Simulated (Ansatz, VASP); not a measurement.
**NiGe3 in VASP and in Ansatz**

```
Ge Ni
1.0
     0.00000    3.14771    3.14771
     3.14771    0.00000    3.14771
     3.14771    3.14771    0.00000
Ge Ni
3 1
Direct
  0.25000 0.25000 0.25000
  0.75000 0.75000 0.75000
  0.50000 0.50000 0.50000
  0.00000 0.00000 0.00000
```

Alike in both runs: task relaxation of cell and atoms; functional PBEsol; k mesh 12 × 12 × 12; occupations gaussian, width 0.1 eV; no spin polarisation.

|  | VASP | Ansatz |
| --- | --- | --- |
| version | VASP 6.6.1 | Ansatz 0.2.0 |
| potentials or method | VASP PAW PBE potentials, release 64 (Ge_d, Ni), cutoff 600 eV | scalar-relativistic, plane waves, PAW |
| valence electrons in the cell | 52 | 60 |

Ansatz gave:

| Quantity | Value |
| --- | --- |
| gap on the k mesh at the Fermi level, each at its own relaxed structure (eV) | none |
| relaxed volume (Å³/atom) | 15.67 |
| relaxed cell length with the largest relative difference (Å) | 4.459 |

Problem. Estimate VASP's values.

Solution. gap on the k mesh at the Fermi level, each at its own relaxed structure (eV): none; relaxed volume (Å³/atom): 15.69; relaxed cell length with the largest relative difference (Å): 4.461.

VASP's potentials were made for PBE, not for PBEsol. A gap of «none» marks a metal or a gap that the smearing closes. VASP's potentials hold 52 valence electrons a cell and Ansatz's 60, so a difference there can come from the potentials and not from the codes.
